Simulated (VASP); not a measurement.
**Ti: single point with PBEsol**

Crystal: Ti.

```
CELL_PARAMETERS angstrom
0.00000 2.05781 1.97550
2.05781 0.00000 1.97550
2.05781 2.05781 0.00000
ATOMIC_POSITIONS crystal
Ti 0.00000 0.00000 0.00000
```

This cell differs from its parent crystal: ratio of the length along z to the lengths across it x 0.96, volume and fractional coordinates fixed.

| Item | Value |
| --- | --- |
| Program | VASP 6.6.1 |
| Task | single point |
| Functional | PBEsol |
| Potentials or basis | VASP PAW PBE potentials, release 64 (Ti_sv) |
| Cutoff | 520 eV |
| k mesh | 22 × 22 × 22 |
| Occupations | gaussian, width 0.15 eV |
| Spin | no spin polarisation |

| Quantity | Value |
| --- | --- |
| Pressure | -0.6 GPa |
| Band gap on the k mesh | zero (band 6 reaches 9.33 eV, above the bottom of band 7 at 7.92 eV) |

Stress tensor (GPa, compression positive):
```
-1.05  0.00  0.00
 0.00 -1.05  0.00
 0.00  0.00  0.35
```

Levels at points of the mesh, in eV from the Fermi level:
```tsv
k point	band 4	band 5	band 6	band 7	band 8	band 9
(0.00, 0.00, 0.00)	-32.31	-6.18	0.80	0.80	1.13	2.41
(0.50, 0.00, 0.00)	-32.39	-2.68	0.58	0.75	0.97	3.67
(0.50, 0.50, 0.00)	-32.62	-2.70	-1.88	3.55	3.73	4.07
(0.50, 0.00, 0.50)	-32.54	-2.72	-1.77	2.76	3.73	3.93
```

Run time: 85 s on 1 thread of Intel(R) Xeon(R) 6975P-C (Granite Rapids), with other jobs on the host, peak memory 0.28 GiB.

Caveat: the PAW data sets were made with another functional, which shifts forces and pressure a little.
